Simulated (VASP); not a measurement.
# Ti: single point with PBEsol

Crystal: Ti.

```
Ti
1.0
     4.05554    0.00000    0.00000
     0.00000    4.05554    0.00000
     0.00000    0.00000    4.05554
Ti
4
Direct
  0.00000 0.00000 0.00000
  0.00000 0.50000 0.50000
  0.50000 0.00000 0.50000
  0.50000 0.50000 0.00000
```

This isn't the form of Ti at room conditions, which is hcp.

```
Program             : VASP 6.6.1
Task                : single point
Functional          : PBEsol
Potentials or basis : VASP PAW PBE potentials, release 64 (Ti_sv)
Cutoff              : 500 eV
k mesh              : 6 × 6 × 6
Occupations         : fermi-dirac, width 0.05 eV
Spin                : no spin polarisation
```

```json
{
 "Pressure": "-0.3 GPa",
 "Band gap on the k mesh": "zero (bands 24 and 25 overlap by 1.29 eV)"
}
```

Levels at points of the mesh, in eV from the Fermi level:
| k point | band 22 | band 23 | band 24 | band 25 | band 26 | band 27 |
| --- | --- | --- | --- | --- | --- | --- |
| (0.00, 0.00, 0.00) | -1.85 | -1.85 | 0.88 | 0.88 | 0.88 | 2.59 |
| (0.50, 0.00, 0.00) | -0.66 | -0.42 | -0.42 | -0.42 | -0.42 | 1.19 |
| (0.50, 0.50, 0.00) | -0.37 | -0.37 | -0.37 | -0.07 | -0.07 | -0.07 |
| (0.50, 0.50, 0.50) | 0.73 | 0.73 | 0.73 | 0.74 | 0.74 | 0.74 |

Run time: 21 s on 1 thread of Intel(R) Xeon(R) 6975P-C (Granite Rapids), on a shared host, peak memory 0.17 GiB.

Caveat: the PAW data sets were made with another functional, which shifts forces and pressure a little.
